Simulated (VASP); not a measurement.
# Si (P6_3/mmc) in VASP: single point with PBEsol

Aim: the single point of Si with PBEsol.

Program: VASP 6.6.1. These are calculated values, not measurements. Logs are shortened: lines on timing, memory, paths and dates and some standing lists are left out, and cuts for length are marked.

## (1) The cell of the first run

It takes space group P6_3/mmc (No. 194, hexagonal). The conventional cell has a = 2.664 Å, b = 2.664 Å, c = 4.550 Å, α = 90.00°, β = 90.00°, γ = 120.00°. Within 3.5 Å of Si (site symmetry -6m2) lie 12 Si at 2.66 to 2.75 Å.

This isn't the form of Si at room conditions, which is diamond.

## (2) Single point, PBEsol

The input, INCAR:

```
PREC = Accurate
ENCUT = 520
EDIFF = 1E-6
ISMEAR = 0
SIGMA = 0.1
LREAL = False
LASPH = True
NELM = 100
ALGO = Normal
ISIF = 2
LWAVE = False
LCHARG = True
GGA = PS
LELF = True
LVHAR = True
NBANDS = 11
```

The input, KPOINTS:

```
Automatic mesh
0
Gamma
  18 18 10
```

The input, POSCAR:

```
Si
1.0
    2.6635397752      0.0000000000      0.0000000000
   -1.3317698876      2.3066931093      0.0000000000
    0.0000000000      0.0000000000      4.5504928594
Si
2
Direct
    0.3333333333      0.6666666667      0.2500000000
    0.6666666667      0.3333333333      0.7500000000
```

Potentials or basis: VASP PAW PBE potentials, release 64 (Si).

Launch:

```
$ cat potpaw_PBE.64/Si/POTCAR > POTCAR
$ mpirun -np 1 vasp_std > vasp.out
```

OUTCAR:

```text
PREC = Accurate
   ENCUT = 520
   EDIFF = 1E-6
   ISMEAR = 0
   LREAL = False
   LASPH = True
   NELM = 100
   ISIF = 2
   GGA = PS

 ion  position               nearest neighbor table
   1  0.333  0.667  0.250-   2 2.75   2 2.75   2 2.75   2 2.75   2 2.75   2 2.75
   2  0.667  0.333  0.750-   1 2.75   1 2.75   1 2.75   1 2.75   1 2.75   1 2.75

  LATTYP: Found a hexagonal cell.
 ALAT       =     2.6635397752
 C/A-ratio  =     1.7084381100

  Lattice vectors:

 A1 = (   2.6635397752,   0.0000000000,   0.0000000000)
 A2 = (  -1.3317698876,   2.3066931093,   0.0000000000)
 A3 = (   0.0000000000,   0.0000000000,   4.5504928594)

Analysis of symmetry for initial positions (statically):
=====================================================================
 Subroutine PRICEL returns:
 Original cell was already a primitive cell.

 Routine SETGRP: Setting up the symmetry group for a
 hexagonal supercell.

 Subroutine GETGRP returns: Found 24 space group operations
 (whereof 12 operations were pure point group operations)
 out of a pool of 24 trial point group operations.

The static configuration has the point symmetry D_3d.
 The point group associated with its full space group is D_6h.

Analysis of symmetry for dynamics (positions and initial velocities):
=====================================================================
 Subroutine PRICEL returns:
 Original cell was already a primitive cell.

 Routine SETGRP: Setting up the symmetry group for a
 hexagonal supercell.

 Subroutine GETGRP returns: Found 24 space group operations
 (whereof 12 operations were pure point group operations)
 out of a pool of 24 trial point group operations.

The dynamic configuration has the point symmetry D_3d.
 The point group associated with its full space group is D_6h.

 Subroutine INISYM returns: Found 24 space group operations
 (whereof 12 operations are pure point group operations),
 and found     1 'primitive' translations

----------------------------------------------------------------------------------------

                                     Primitive cell

  volume of cell :      27.9581

  direct lattice vectors                    reciprocal lattice vectors
     2.663539775  0.000000000  0.000000000     0.375440235  0.216760521  0.000000000
    -1.331769888  2.306693109  0.000000000     0.000000000  0.433521042  0.000000000
     0.000000000  0.000000000  4.550492859     0.000000000  0.000000000  0.219756416

  length of vectors
     2.663539775  2.663539775  4.550492859     0.433521042  0.433521042  0.219756416

  position of ions in fractional coordinates (direct lattice)
     0.333333333  0.666666667  0.250000000
     0.666666667  0.333333333  0.750000000

  ion indices of the primitive-cell ions
   primitive index   ion index
                 1           1
                 2           2

----------------------------------------------------------------------------------------

 KPOINTS: Automatic mesh

Automatic generation of k-mesh.
 Grid dimensions read from file:
 generate k-points for:   18   18   10

 Generating k-lattice:

  Cartesian coordinates                     Fractional coordinates (reciprocal lattice)
     0.020857791  0.012042251  0.000000000     0.055555556 -0.000000000  0.000000000
     0.000000000  0.024084502  0.000000000     0.000000000  0.055555556  0.000000000
     0.000000000  0.000000000  0.021975642     0.000000000  0.000000000  0.100000000

  Length of vectors
     0.024084502  0.024084502  0.021975642

  Shift w.r.t. Gamma in fractional coordinates (k-lattice)
     0.000000000  0.000000000  0.000000000

 Subroutine IBZKPT returns following result:
 ===========================================

 Found    222 irreducible k-points:

 Following reciprocal coordinates:
            Coordinates               Weight
  0.000000  0.000000  0.000000      1.000000
  0.055556 -0.000000  0.000000      6.000000
  0.111111 -0.000000  0.000000      6.000000
  0.166667  0.000000  0.000000      6.000000
  0.222222  0.000000  0.000000      6.000000
  0.277778  0.000000  0.000000      6.000000
[... 16 lines left out ...]
  0.333333  0.111111  0.000000     12.000000
  0.388889  0.111111  0.000000     12.000000
 [... further k-points ...]
   k-points           NKPTS =    222   k-points in BZ     NKDIM =    222   number of bands    NBANDS=     11
   number of dos      NEDOS =    301   number of ions     NIONS =      2
   total plane-waves  NPLWV =  14400
   dimension x,y,z NGX =    20 NGY =   20 NGZ =   36
   dimension x,y,z NGXF=    40 NGYF=   40 NGZF=   72
   ions per type =               2
   NGX,Y,Z   is equivalent  to a cutoff of  12.48, 12.48, 13.15 a.u.
   NGXF,Y,Z  is equivalent  to a cutoff of  24.97, 24.97, 26.30 a.u.
 SYSTEM =  unknown system
   PREC   = accura    normal or accurate (medium, high low for compatibility)
   ISTART =      0    job   : 0-new  1-cont  2-samecut
   ICHARG =      2    charge: 1-file 2-atom 10-const
   ISPIN  =      1    spin polarized calculation?
   LNONCOLLINEAR =      F non collinear calculations
   LSORBIT =      F    spin-orbit coupling
   LASPH  =      T    aspherical Exc in radial PAW
   ENCUT  =  520.0 eV  38.22 Ry    6.18 a.u.   4.95  4.95  8.46*2*pi/ulx,y,z
   NELM   =    100;   NELMIN=  2; NELMDL= -5     # of ELM steps
   EDIFF  = 0.1E-05   stopping-criterion for ELM
   LREAL  =      F    real-space projection
   EDIFFG = 0.1E-04   stopping-criterion for IOM
   NSW    =      0    number of steps for IOM
   IBRION =     -1    ionic relax: 0-MD 1-quasi-New 2-CG
   NFREE  =      0    steps in history (QN), initial steepest desc. (CG)
   ISIF   =      2    stress and relaxation
   ISYM   =      2    0-nonsym 1-usesym 2-fastsym
   POTIM  = 0.5000    time-step for ionic-motion
   TEBEG  =    0.0;   TEEND  =   0.0 temperature during run
   PSTRESS=    0.0 pullay stress
   NELECT =       8.0000    total number of electrons
   NUPDOWN=      -1.0000    fix difference up-down
   EMIN   =  10.00;   EMAX   =-10.00  energy-range for DOS
   EFERMI =   0.00;   METHOD = LEGACY
   ISMEAR =     0;   SIGMA  =   0.10  broadening in eV -4-tet -1-fermi 0-gaus
   EFERMI_NEDOS =   21; number of points for ismear=-14 and -15
   IALGO  =     38    algorithm
   IMIX   =      4    mixing-type and parameters
     AMIX     =   0.40;   BMIX     =  1.00
     AMIX_MAG =   1.60;   BMIX_MAG =  1.00
  volume/ion in A,a.u.               =      13.98        94.34
  Fermi-wavevector in a.u.,A,eV,Ry     =   1.078787  2.038612 15.834205  1.163781
  Thomas-Fermi vector in A             =   2.214735
   LORBIT       =      0    0 simple, 1 ext, 2 COOP (PROOUT), +10 PAW based schemes
   GGA     = PS    functional components
   LHFCALC =     F    Hartree Fock is set to
   AEXX    =    0.0000 exact exchange contribution
   IVDW    =     0    specifies the selected vdW correction
   LEPSILON=     F    determine dielectric tensor
   LRPA    =     F    only Hartree local field effects (RPA)
 non-spin polarized calculation
 Gauss-broadening in eV      SIGMA  =   0.10
  energy-cutoff  :      520.00
  volume of cell :       27.96
 maximum number of plane-waves:       774
 NGX is ok and might be reduce to    20
   NGX =  9   NGY =  9   NGZ = 17

 number of electron       8.0000001 magnetization

 Free energy of the ion-electron system (eV)
  ---------------------------------------------------
  ext. energy  EPLUGINS =         0.00000000
  ---------------------------------------------------
  free energy    TOTEN  =       -10.75047923 eV

  energy without entropy =      -10.74690145  energy(sigma->0) =      -10.74869034

 E-fermi :  10.5688     XC(G=0): -11.3837

 val. band max:       10.5624003440   @ k =   0.2778   0.0000   0.4000
 cond. band min:      10.5917081345   @ k =   0.2222   0.1667   0.0000
 fundamental gap:      0.0293077905
 Fermi energy:        10.5688491717

 k-point     1 :       0.0000    0.0000    0.0000
  band No.  band energies     occupation
      1      -4.1985      2.00000
      2       2.2350      2.00000
      3       3.2018      2.00000
      4      19.7585      0.00000
      5      19.7585      0.00000
      6      20.9983      0.00000
      7      20.9983      0.00000
      8      21.0715      0.00000
      9      21.4192      0.00000
     10      24.1542      0.00000
     11      24.7566      0.00000

 k-point     2 :       0.0556   -0.0000    0.0000
  band No.  band energies     occupation
      1      -4.1142      2.00000
      2       2.3182      2.00000
      3       3.2815      2.00000
      4      18.3880      0.00000
      5      19.0153      0.00000
      6      20.5633      0.00000
      7      21.0613      0.00000
      8      21.7967      0.00000
      9      22.1931      0.00000
     10      23.4522      0.00000
     11      24.0272      0.00000

 k-point     3 :       0.1111   -0.0000    0.0000
  band No.  band energies     occupation
      1      -3.8614      2.00000
      2       2.5673      2.00000
      3       3.5207      2.00000
      4      16.1849      0.00000
      5      17.9908      0.00000
      6      19.8741      0.00000
      7      20.9202      0.00000
      8      21.4983      0.00000
      9      22.3600      0.00000
     10      22.8310      0.00000
     11      23.9663      0.00000

 k-point     4 :       0.1667    0.0000    0.0000
  band No.  band energies     occupation
      1      -3.4408      2.00000
      2       2.9810      2.00000
      3       3.9189      2.00000
      4      13.9175      0.00000
      5      17.0626      0.00000
      6      19.0505      0.00000
      7      19.5494      0.00000
      8      20.1394      0.00000
      9      21.7674      0.00000
     10      22.9576      0.00000
     11      23.1782      0.00000

 k-point     5 :       0.2222    0.0000    0.0000
  band No.  band energies     occupation
      1      -2.8535      2.00000
      2       3.5572      2.00000
      3       4.4753      2.00000
      4      11.7130      0.00000
      5      16.2672      0.00000
      6      17.4136      0.00000
      7      18.4521      0.00000
      8      18.4893      0.00000
      9      21.0884      0.00000
     10      22.7562      0.00000
     11      23.3261      0.00000
[... 211 lines left out ...]
 k-point    21 :       0.2222    0.1111    0.0000
  band No.  band energies     occupation
      1      -1.8509      2.00000
      2       4.5361      2.00000
      3       5.4256      2.00000
      4       9.8421      2.00000
      5      12.6420      0.00000
      6      15.7085      0.00000
      7      16.6633      0.00000
      8      18.1986      0.00000
      9      20.2708      0.00000
     10      21.0583      0.00000
     11      23.8580      0.00000

 k-point    22 :       0.2778    0.1111    0.0000
  band No.  band energies     occupation
      1      -0.9369      2.00000
      2       5.4173      2.00000
      3       6.2902      2.00000
      4       7.8870      2.00000
      5      12.0912      0.00000
      6      13.8885      0.00000
      7      14.8724      0.00000
      8      17.7193      0.00000
      9      19.6287      0.00000
     10      20.5957      0.00000
     11      24.4152      0.00000

 k-point    23 :       0.3333    0.1111    0.0000
  band No.  band energies     occupation
      1       0.1362      2.00000
      2       5.9361      2.00000
      3       6.5808      2.00000
      4       7.2968      2.00000
      5      11.6465      0.00000
      6      12.2230      0.00000
      7      13.1596      0.00000
      8      17.3735      0.00000
      9      19.1930      0.00000
     10      20.2535      0.00000
     11      25.0227      0.00000

 k-point    24 :       0.3889    0.1111    0.0000
  band No.  band energies     occupation
      1       1.3600      2.00000
      2       4.3357      2.00000
      3       7.6859      2.00000
      4       8.4023      2.00000
      5      10.5020      1.65523
      6      11.5387      0.00000
      7      11.6180      0.00000
      8      17.1647      0.00000
      9      18.9372      0.00000
     10      20.0445      0.00000
     11      25.2014      0.00000

 [... further k-points ...]

------------------------ aborting loop because EDIFF is reached ----------------------------------------

  FORCE on cell =-STRESS in cart. coord.  units (eV):
  Direction    XX          YY          ZZ          XY          YZ          ZX
  --------------------------------------------------------------------------------------
  -------------------------------------------------------------------------------------
  Total        0.0167620      0.0167620      0.0244086     -0.0000000     -0.0000000      0.0000000
  in kB        0.9605694      0.9605694      1.3987698     -0.0000000     -0.0000000      0.0000000
  external PRESSURE =       1.1066362 kB  Pullay stress =       0.0000000 kB

 VOLUME and BASIS-vectors are now :
 -----------------------------------------------------------------------------
  energy-cutoff  :      520.00
  volume of cell :       27.96
      direct lattice vectors                 reciprocal lattice vectors
     2.663539775  0.000000000  0.000000000     0.375440235  0.216760521  0.000000000
    -1.331769888  2.306693109  0.000000000     0.000000000  0.433521042  0.000000000
     0.000000000  0.000000000  4.550492859     0.000000000  0.000000000  0.219756416

 POSITION                                       TOTAL-FORCE (eV/Angst)
 -----------------------------------------------------------------------------------
     -0.00000      1.53780      1.13762         0.000000      0.000000      0.000000
      1.33177      0.76890      3.41287        -0.000000     -0.000000      0.000000
 -----------------------------------------------------------------------------------
    total drift:                               -0.000000      0.000000     -0.000000

  FREE ENERGIE OF THE ION-ELECTRON SYSTEM (eV)
  ---------------------------------------------------
  free  energy   TOTEN  =       -10.7504792328 eV

  energy  without entropy=      -10.7469014452  energy(sigma->0) =      -10.74869034
```

It took 57 s on 1 thread of Intel Xeon 8259CL, shared host; peak memory 0.17 GiB.

What came out:

| Property | Result |
| --- | --- |
| Free energy | -10.7505 eV |
| Pressure | 0.1 GPa |
| Band gap on the k mesh | zero (bands 4 and 5 overlap by 12.90 eV) |

Caveat: the PAW data sets were made with another functional, which shifts forces and pressure a little.

The gap in the log of VASP goes by the Fermi energy; the results here count the filled bands.